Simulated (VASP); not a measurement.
Crystal: B.

```
B
1.0
     2.09584    0.00000    0.00000
    -1.04792    1.81505    0.00000
     0.00000    0.00000    6.22179
B
4
Direct
  0.00000 0.00000 0.00000
  0.00000 0.00000 0.50000
  0.33333 0.66667 0.75000
  0.66667 0.33333 0.25000
```

This isn't the form of B at room conditions, which is rhombohedral.

- Program: VASP 6.6.1
- Task: relaxation of cell and atoms
- Functional: PBEsol
- Potentials or basis: VASP PAW PBE potentials, release 64 (B_h)
- Cutoff: 1230 eV
- k mesh: 24 × 24 × 8
- Occupations: gaussian, width 0.1 eV
- Spin: no spin polarisation

At the start: pressure 0.7 GPa; volume 5.92 Å³/atom.

Where does the relaxation end?

Over 14 steps the energy falls by 703.8 meV/atom and the volume is 6.25 Å³/atom (+5.7 %); space group P6_3/mmc (No. 194, to 0.1 Å) before and after.

Step by step:
```csv
step,energy change (eV),largest force (eV/Å),pressure (GPa),volume (Å³)
1,0.0000,0.0000,0.72,23.67
2,-0.0215,0.0000,0.48,23.76
3,-0.1050,0.0000,1.76,23.99
4,-0.5001,0.0000,7.72,24.31
5,0.0219,0.0000,25.79,24.27
6,-1.5848,0.0000,69.22,21.00
7,-0.2672,0.0000,28.00,24.03
8,-2.0794,0.0000,30.26,22.92
9,-2.4507,0.0000,42.36,21.98
10,-2.3856,0.0000,45.89,21.82
11,-2.5440,0.0000,35.07,22.42
12,-2.7977,0.0000,7.90,24.32
13,-2.8150,0.0000,0.65,24.95
14,-2.8151,0.0000,-0.05,25.02
```

Final structure:
```
CELL_PARAMETERS angstrom
2.86789 0.00000 0.00000
-1.43395 2.48367 0.00000
0.00000 0.00000 3.51245
ATOMIC_POSITIONS crystal
B 0.00000 0.00000 0.00000
B 0.00000 0.00000 0.50000
B 0.33333 0.66667 0.75000
B 0.66667 0.33333 0.25000
```

Caveat: a cell axis changed by over 15 % at a fixed basis, so the end point is rough; the PAW data sets were made with another functional, which shifts forces and pressure a little.
